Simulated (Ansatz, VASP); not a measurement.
MnNbN2 in VASP and in Ansatz

```
Mn Nb N
1.0
     3.03431    0.00000    0.00000
    -1.51715    2.62779    0.00000
     0.00000    0.00000    7.43022
Mn Nb N
1 1 2
Direct
  0.00000 0.00000 0.00000
  0.00000 0.00000 0.50000
  0.00000 0.00000 0.23487
  0.00000 0.00000 0.76513
```

Alike in both runs: functional PBE; k mesh 6 × 6 × 4; occupations gaussian, width 0.1 eV; collinear spin.

Ansatz relaxed the structure, and its values are those at the end. VASP's run is a single point on that final structure, the one shown.

```csv
,VASP,Ansatz
version,VASP 6.6.1,Ansatz 0.2.0
potentials or method,"VASP PAW PBE potentials, release 64 (Mn_pv, Nb_sv, N), cutoff 520 eV","scalar-relativistic, plane waves, PAW"
valence electrons in the cell,36,38
```

```tsv
	VASP	Ansatz	Ansatz less VASP
gap on the k mesh at the Fermi level (eV)	none	none	-
pressure (GPa)	0.0	0.0	0.00
rms of the force components (eV/Å)	0.042	0.001	-0.0411
net moment per atom (μB)	0.61	0.61	-0.001
size of the moment on the site where the two differ most (μB)	2.55	2.06	-0.489
```

Site moments also hang on the region over which each program counts them. A gap of «none» marks a metal or a gap that the smearing closes. VASP's potentials hold 36 valence electrons a cell and Ansatz's 38, so a difference there can come from the potentials and not from the codes.

The k mesh is coarse, so the values compare programs but aren't converged.
